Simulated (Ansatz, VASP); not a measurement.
# Co: VASP beside Ansatz

```xyz
2
Lattice="2.5684 0.0000 0.0000 -1.2842 2.2243 0.0000 0.0000 0.0000 4.1712" Properties=species:S:1:pos:R:3 pbc="T T T"
Co    0.0000    1.4829    1.0428
Co    1.2842    0.7414    3.1284
```

Change from the starting cell: volume scaled by 1.06, crystal datasets.

Alike in both runs: task electric field gradients; functional PBE; k mesh 19 × 19 × 10; occupations fermi-dirac, width 0.05 eV; collinear spin.

```csv
,VASP,Ansatz
version,VASP 6.6.1,Ansatz 0.2.0
potentials or method,"VASP PAW PBE potentials, release 64 (Co), cutoff 520 eV","all-electron PAW with datasets made for the crystal, scalar-relativistic"
```

```tsv
	VASP	Ansatz	Ansatz less VASP
pressure (GPa)	-16.0	-15.8	+0.20
traceless stress, the component that is largest in VASP (GPa)	-0.51	-0.33	+0.184
net moment per atom (μB)	1.68	1.69	+0.012
size of the moment on the site where the two differ most (μB)	1.72	1.78	+0.059
size of Vzz on the site where it differs most (V/Å²)	2.1	2.0	-0.06
```

Site moments also hang on the region over which each program counts them. Ansatz ran all-electron here, and VASP with PAW potentials.
